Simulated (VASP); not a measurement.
# RbBr (Pmm2) in VASP: further runs

Runs on RbBr. Level: PBEsol. Tasks: single point.

Program: VASP 6.6.1. These are calculated values, not measurements. Logs are shortened: lines on timing, memory, paths and dates and some standing lists are left out, and cuts for length are marked.

**1. The cell of the first run**

It takes space group Pmm2 (No. 25, orthorhombic). The conventional cell has a = 3.961 Å, b = 4.070 Å, c = 3.961 Å, α = 90.00°, β = 90.00°, γ = 90.00°. Within 4.2 Å of Rb (site symmetry mm2) lie 8 Br at 3.21 to 3.76 Å and 6 Rb at 3.96 to 4.07 Å. Br (site symmetry mm2) has 8 Rb at 3.21 to 3.76 Å and 6 Br at 3.96 to 4.07 Å within 4.2 Å.

**2. Single point, PBEsol**

Input file INCAR:

```
SYSTEM = RbBr
PREC = Accurate ; ENCUT = 520
EDIFF = 1E-6 ; ISMEAR = 0
SIGMA = 0.05 ; LREAL = .FALSE.
LASPH = .TRUE. ; NELM = 100
ALGO = Normal ; ISIF = 2
LWAVE = .FALSE. ; LCHARG = .TRUE.
GGA = PS ; LELF = .TRUE.
LVHAR = .TRUE. ; NBANDS = 15
```

Input file KPOINTS:

```
regular mesh
0
G
  6 6 6
  0 0 0
```

Input file POSCAR:

```
RbBr
1.0
    3.9614953456      0.0000000000      0.0000000000
    0.0000000000      3.9614953456      0.0000000000
    0.0000000000      0.0000000000      4.0701688540
Rb Br
1 1
Direct
   -0.0595372219      0.0000000000      0.0000000000
    0.5636828616      0.5000000000      0.5000000000
```

Potentials or basis: VASP PAW PBE potentials, release 64 (Rb_sv, Br).

Command:

```console
cat potpaw_PBE.64/Rb_sv/POTCAR potpaw_PBE.64/Br/POTCAR > POTCAR
mpirun -np 1 vasp_std > vasp.out
```

OUTCAR:

```text
SYSTEM = RbBr
   PREC = Accurate
   ENCUT = 520
   EDIFF = 1E-6
   ISMEAR = 0
   LREAL = .FALSE.
   LASPH = .TRUE.
   NELM = 100
   ISIF = 2
   GGA = PS

 ion  position               nearest neighbor table
   1  0.940  0.000  0.000-   2 3.21   2 3.21   2 3.21   2 3.21   2 3.76   2 3.76   2 3.76   2 3.76

   2  0.564  0.500  0.500-   1 3.21   1 3.21   1 3.21   1 3.21   1 3.76   1 3.76   1 3.76   1 3.76

  LATTYP: Found a simple tetragonal cell.
 ALAT       =     3.9614953456
 C/A-ratio  =     1.0274324463

  Lattice vectors:

 A1 = (   3.9614953456,   0.0000000000,   0.0000000000)
 A2 = (   0.0000000000,   3.9614953456,   0.0000000000)
 A3 = (   0.0000000000,   0.0000000000,   4.0701688540)

Analysis of symmetry for initial positions (statically):
=====================================================================
 Subroutine PRICEL returns:
 Original cell was already a primitive cell.

 Routine SETGRP: Setting up the symmetry group for a
 simple tetragonal supercell.

 Subroutine GETGRP returns: Found  4 space group operations
 (whereof  4 operations were pure point group operations)
 out of a pool of 16 trial point group operations.

The static configuration has the point symmetry C_2v.

Analysis of symmetry for dynamics (positions and initial velocities):
=====================================================================
 Subroutine PRICEL returns:
 Original cell was already a primitive cell.

 Routine SETGRP: Setting up the symmetry group for a
 simple tetragonal supercell.

 Subroutine GETGRP returns: Found  4 space group operations
 (whereof  4 operations were pure point group operations)
 out of a pool of 16 trial point group operations.

The dynamic configuration has the point symmetry C_2v.

 Subroutine INISYM returns: Found  4 space group operations
 (whereof  4 operations are pure point group operations),
 and found     1 'primitive' translations

----------------------------------------------------------------------------------------

                                     Primitive cell

  volume of cell :      63.8750

  direct lattice vectors                    reciprocal lattice vectors
     3.961495346  0.000000000  0.000000000     0.252429932  0.000000000  0.000000000
     0.000000000  3.961495346  0.000000000     0.000000000  0.252429932  0.000000000
     0.000000000  0.000000000  4.070168854     0.000000000  0.000000000  0.245690053

  length of vectors
     3.961495346  3.961495346  4.070168854     0.252429932  0.252429932  0.245690053

  position of ions in fractional coordinates (direct lattice)
[... 85 lines left out ...]
   ISIF   =      2    stress and relaxation
   ISYM   =      2    0-nonsym 1-usesym 2-fastsym
   POTIM  = 0.5000    time-step for ionic-motion
   TEBEG  =    0.0;   TEEND  =   0.0 temperature during run
   PSTRESS=    0.0 pullay stress
   NELECT =      16.0000    total number of electrons
   NUPDOWN=      -1.0000    fix difference up-down
   EMIN   =  10.00;   EMAX   =-10.00  energy-range for DOS
   EFERMI =   0.00;   METHOD = LEGACY
   ISMEAR =     0;   SIGMA  =   0.05  broadening in eV -4-tet -1-fermi 0-gaus
   EFERMI_NEDOS =   21; number of points for ismear=-14 and -15
   IALGO  =     38    algorithm
   IMIX   =      4    mixing-type and parameters
     AMIX     =   0.40;   BMIX     =  1.00
     AMIX_MAG =   1.60;   BMIX_MAG =  1.00
  volume/ion in A,a.u.               =      31.94       215.52
  Fermi-wavevector in a.u.,A,eV,Ry     =   1.031980  1.950159 14.489968  1.064983
  Thomas-Fermi vector in A             =   2.166155
   LORBIT       =      0    0 simple, 1 ext, 2 COOP (PROOUT), +10 PAW based schemes
   GGA     = PS    functional components
   LHFCALC =     F    Hartree Fock is set to
   AEXX    =    0.0000 exact exchange contribution
   IVDW    =     0    specifies the selected vdW correction
   LEPSILON=     F    determine dielectric tensor
   LRPA    =     F    only Hartree local field effects (RPA)
 non-spin polarized calculation
 Gauss-broadening in eV      SIGMA  =   0.05
  energy-cutoff  :      520.00
  volume of cell :       63.87
 maximum number of plane-waves:      1759
 NGX is ok and might be reduce to    30
   NGX = 15   NGY = 15   NGZ = 15

 number of electron      15.9999999 magnetization

 Free energy of the ion-electron system (eV)
  ---------------------------------------------------
  ext. energy  EPLUGINS =         0.00000000
  ---------------------------------------------------
  free energy    TOTEN  =        -6.14159949 eV

  energy without entropy =       -6.14159949  energy(sigma->0) =       -6.14159949

 E-fermi :  -0.0708     XC(G=0):  -8.4988

 val. band max:       -0.2936782492   @ k =   0.0000   0.5000   0.5000
 cond. band min:       3.9259339903   @ k =   0.0000   0.0000   0.0000
 fundamental gap:      4.2196122395
 Fermi energy:        -0.0708208558

 k-point     1 :       0.0000    0.0000    0.0000
  band No.  band energies     occupation
      1     -25.1398      2.00000
      2     -13.1498      2.00000
      3      -9.1664      2.00000
      4      -9.1272      2.00000
      5      -9.0837      2.00000
      6      -0.5665      2.00000
      7      -0.5502      2.00000
      8      -0.4250      2.00000
      9       3.9259      0.00000
     10       4.9169      0.00000
     11       5.6930      0.00000
     12       9.5711      0.00000
     13      10.0610      0.00000
     14      10.3063      0.00000
[... 401 lines left out ...]
      2     -13.1278      2.00000
      3      -9.2410      2.00000
      4      -9.2240      2.00000
      5      -9.0464      2.00000
      6      -1.2008      2.00000
      7      -0.8686      2.00000
      8      -0.8276      2.00000
      9       5.5932      0.00000
     10       6.2170      0.00000
     11       6.5854      0.00000
     12       8.6269      0.00000
     13       8.9858      0.00000
     14       9.9810      0.00000
     15      11.6304      0.00000

 [... further k-points ...]
[... 5 lines left out ...]
  --------------------------------------------------------------------------------------
  -------------------------------------------------------------------------------------
  Total        0.8906915      1.3712418      1.0777461      0.0000000      0.0000000      0.0000000
  in kB       22.3412345     34.3948875     27.0331300      0.0000000      0.0000000      0.0000000
  external PRESSURE =      27.9230840 kB  Pullay stress =       0.0000000 kB

 VOLUME and BASIS-vectors are now :
 -----------------------------------------------------------------------------
  energy-cutoff  :      520.00
  volume of cell :       63.87
      direct lattice vectors                 reciprocal lattice vectors
     3.961495346  0.000000000  0.000000000     0.252429932  0.000000000  0.000000000
     0.000000000  3.961495346  0.000000000     0.000000000  0.252429932  0.000000000
     0.000000000  0.000000000  4.070168854     0.000000000  0.000000000  0.245690053

 POSITION                                       TOTAL-FORCE (eV/Angst)
 -----------------------------------------------------------------------------------
      3.72564      0.00000      0.00000         0.590717      0.000000      0.000000
      2.23303      1.98075      2.03508        -0.590717      0.000000      0.000000
 -----------------------------------------------------------------------------------
    total drift:                                0.000004      0.000000     -0.000001

  FREE ENERGIE OF THE ION-ELECTRON SYSTEM (eV)
  ---------------------------------------------------
  free  energy   TOTEN  =        -6.1415994942 eV

  energy  without entropy=       -6.1415994942  energy(sigma->0) =       -6.14159949
```

OSZICAR:

```text
N       E                     dE             d eps       ncg     rms          rms(c)
DAV:   1     0.772717631861E+02    0.77272E+02   -0.68696E+03  1920   0.933E+02
DAV:   2    -0.129772700135E+01   -0.78569E+02   -0.72263E+02  2697   0.169E+02
DAV:   3    -0.622426537486E+01   -0.49265E+01   -0.49045E+01  2697   0.418E+01
DAV:   4    -0.635791340023E+01   -0.13365E+00   -0.13363E+00  2655   0.596E+00
DAV:   5    -0.635890059426E+01   -0.98719E-03   -0.98718E-03  2786   0.497E-01    0.367E+00
DAV:   6    -0.616922921482E+01    0.18967E+00   -0.16996E-01  2487   0.243E+00    0.250E+00
DAV:   7    -0.613951355797E+01    0.29716E-01   -0.10577E-01  2578   0.194E+00    0.105E+00
DAV:   8    -0.614151439296E+01   -0.20008E-02   -0.12119E-02  2235   0.655E-01    0.965E-02
DAV:   9    -0.614149044413E+01    0.23949E-04   -0.46227E-04  2779   0.134E-01    0.530E-02
DAV:  10    -0.614159312052E+01   -0.10268E-03   -0.17832E-04  2159   0.834E-02    0.134E-02
DAV:  11    -0.614159791416E+01   -0.47936E-05   -0.89026E-06  2939   0.195E-02    0.618E-03
DAV:  12    -0.614159937018E+01   -0.14560E-05   -0.21683E-06  2283   0.108E-02    0.186E-03
DAV:  13    -0.614159949418E+01   -0.12400E-06   -0.22613E-07  1835   0.324E-03
   1 F= -.61415995E+01 E0= -.61415995E+01  d E =-.408155E-12
```

It took 20 s on 1 thread of Intel Xeon 6975P-C (Granite Rapids), shared host; peak memory 0.2 GiB.

What came out:

| Item | Value |
| --- | --- |
| Free energy | -6.1416 eV |
| Pressure | 2.8 GPa |
| Largest force | 0.591 eV/Å |
| Band gap on the k mesh | 4.22 eV, indirect (least direct gap 4.35 eV) |

Forces on the atoms (eV/Å):
```
Rb   0.591  0.000  0.000
Br  -0.591  0.000  0.000
```

Stress tensor (GPa, compression positive):
```
2.23 0.00 0.00
0.00 3.44 0.00
0.00 0.00 2.70
```

Levels at points of the mesh, in eV from the valence-band top:
```
           k point  band 5  band 6  band 7  band 8  band 9  band 10  band 11  band 12
(0.00, 0.00, 0.00)   -8.79   -0.27   -0.26   -0.13    4.22     5.21     5.99     9.86
(0.50, 0.00, 0.00)   -8.76   -2.01   -0.38   -0.21    6.44     7.52     8.33     9.07
(0.00, 0.50, 0.00)   -8.78   -2.01   -0.52   -0.11    6.51     7.10     8.00     8.07
(0.50, 0.50, 0.00)   -8.72   -1.25   -1.20   -0.24    5.33     6.07     7.84     8.04
(0.00, 0.00, 0.50)   -8.76   -1.98   -0.37   -0.14    6.47     7.02     7.81     8.11
(0.50, 0.00, 0.50)   -8.71   -1.22   -1.19   -0.10    5.27     6.29     8.07     8.36
(0.00, 0.50, 0.50)   -8.73   -1.16   -1.09    0.00    5.33     6.64     8.14     8.24
(0.50, 0.50, 0.50)   -9.13   -1.60   -1.53   -1.48    7.64     7.67     8.69    10.17
```

Caveat: the PAW data sets were made with another functional, which shifts forces and pressure a little.

**3. Single point, PBEsol**

Input file INCAR:

```
SYSTEM = RbBr
PREC = Accurate
ENCUT = 520
EDIFF = 1E-7
ISMEAR = 0
SIGMA = 0.05
LREAL = .FALSE.
LASPH = .TRUE.
NELM = 100
ALGO = Normal
ISIF = 2
LWAVE = .FALSE.
LCHARG = .FALSE.
GGA = PS
NBANDS = 15
```

KPOINTS is that of step 2.

Input file POSCAR:

```
RbBr
1.0
    3.9614953456      0.0000000000      0.0000000000
    0.0000000000      3.9614953456      0.0000000000
    0.0000000000      0.0000000000      4.0701688540
Rb Br
1 1
Direct
   -0.0992287032      0.0000000000      0.0000000000
    0.6061381027      0.5000000000      0.5000000000
```

Potentials or basis: VASP PAW PBE potentials, release 64 (Rb_sv, Br).

Command:

```console
cat potpaw_PBE.64/Rb_sv/POTCAR potpaw_PBE.64/Br/POTCAR > POTCAR
mpirun -np 1 vasp_std > vasp.out
```

Wall time 22 s (1 thread of Intel Xeon 6975P-C (Granite Rapids), shared host); peak memory 0.2 GiB.

The run converged. Its results:

- Free energy: -5.8861 eV
- Pressure: 5.5 GPa
- Largest force: 0.968 eV/Å
- Band gap on the k mesh: 4.13 eV, indirect (least direct gap 4.31 eV)

Forces in eV/Å, atoms in the order of the input:
```
Rb   0.968  0.000  0.000
Br  -0.968  0.000  0.000
```

Stress tensor (GPa, compression positive):
```
2.99 0.00 0.00
0.00 6.95 0.00
0.00 0.00 6.44
```

Levels at points of the mesh, in eV from the valence-band top:
```csv
k point,band 5,band 6,band 7,band 8,band 9,band 10,band 11,band 12
"(0.00, 0.00, 0.00)",-8.74,-0.45,-0.32,-0.19,4.13,5.02,6.94,9.49
"(0.50, 0.00, 0.00)",-8.77,-2.00,-0.37,-0.21,6.00,7.63,8.47,8.93
"(0.00, 0.50, 0.00)",-8.76,-2.03,-0.78,-0.05,6.06,6.60,7.95,8.21
"(0.50, 0.50, 0.00)",-8.71,-1.41,-1.30,-0.53,5.47,6.19,7.96,8.48
"(0.00, 0.00, 0.50)",-8.72,-1.99,-0.61,-0.08,6.00,6.53,7.91,8.04
"(0.50, 0.00, 0.50)",-8.69,-1.35,-1.33,-0.38,5.41,6.40,8.18,8.78
"(0.00, 0.50, 0.50)",-8.72,-1.08,-1.00,-0.09,5.53,7.21,8.28,8.38
"(0.50, 0.50, 0.50)",-9.16,-1.59,-1.35,-1.29,6.87,6.89,8.98,10.58
```

Caveat: the PAW data sets were made with another functional, which shifts forces and pressure a little. A k mesh can miss the band edges.

**4. Single point, PBEsol**

Input file INCAR:

```
SYSTEM = RbBr
PREC     = Accurate       ! precision mode
ENCUT    = 520            ! plane-wave cutoff, eV
EDIFF    = 1E-6           ! SCF threshold, eV
ISMEAR   = 0              ! smearing method
SIGMA    = 0.05           ! smearing width, eV
LREAL    = .False.        ! projectors in reciprocal space
LASPH    = .True.         ! aspherical terms in the spheres
NELM     = 60             ! most SCF steps
ALGO     = Normal         ! electronic algorithm
ISIF     = 2              ! what is computed and relaxed
LWAVE    = .False.        ! write WAVECAR
LCHARG   = .True.         ! write CHGCAR
GGA      = PS             ! functional
LELF     = .True.         ! ELF
LVHAR    = .True.       
NBANDS   = 15             ! bands
```

Input file KPOINTS:

```
Automatic mesh
0
Gamma
  6 6 6
  0 0 0
```

Input file POSCAR:

```
RbBr
1.0
    3.9614953456      0.0000000000      0.0000000000
    0.0000000000      3.9614953456      0.0000000000
    0.0000000000      0.0000000000      4.0701688540
Rb Br
1 1
Direct
   -0.0198457406      0.0000000000      0.0000000000
    0.5212276205      0.5000000000      0.5000000000
```

Command:

```console
cat potpaw_PBE.64/Rb_sv/POTCAR potpaw_PBE.64/Br/POTCAR > POTCAR
mpirun -np 1 vasp_std > vasp.out
```

Wall time 18 s (1 thread of Intel Xeon 6975P-C (Granite Rapids), shared host); peak memory 0.2 GiB.

It converged, with:

```yaml
Free_energy: -6.2687 eV
Pressure: 1.3 GPa
Largest_force: 0.193 eV/Å
Band_gap_on_the_k_mesh: 4.19 eV, indirect (least direct gap 4.34 eV)
```

Forces in eV/Å, atoms in the order of the input:
```
Rb   0.193  0.000  0.000
Br  -0.193  0.000  0.000
```

Stress tensor (GPa, compression positive):
```
1.55 0.00 0.00
0.00 1.66 0.00
0.00 0.00 0.81
```

Levels at points of the mesh, in eV from the valence-band top:
```csv
k point,band 4,band 5,band 6,band 7,band 8,band 9,band 10,band 11,band 12,band 13
"(0.00, 0.00, 0.00)",-8.91,-8.91,-0.30,-0.17,-0.15,4.19,5.23,5.39,10.00,10.06
"(0.50, 0.00, 0.00)",-8.87,-8.84,-2.08,-0.44,-0.25,6.70,7.37,8.11,8.59,9.93
"(0.00, 0.50, 0.00)",-8.87,-8.84,-2.08,-0.45,-0.24,6.72,7.33,8.06,8.37,10.04
"(0.50, 0.50, 0.00)",-9.35,-8.81,-1.23,-1.23,-0.14,5.20,5.97,7.72,7.74,11.36
"(0.00, 0.00, 0.50)",-8.85,-8.85,-2.06,-0.30,-0.27,6.67,7.29,7.86,8.43,10.28
"(0.50, 0.00, 0.50)",-9.30,-8.80,-1.25,-1.18,-0.01,5.14,6.20,7.96,8.07,11.18
"(0.00, 0.50, 0.50)",-9.32,-8.80,-1.25,-1.17,0.00,5.15,6.24,7.97,8.06,11.34
"(0.50, 0.50, 0.50)",-9.25,-9.18,-1.68,-1.67,-1.62,8.18,8.28,8.46,9.72,9.85
```

Caveat: the PAW data sets were made with another functional, which shifts forces and pressure a little.
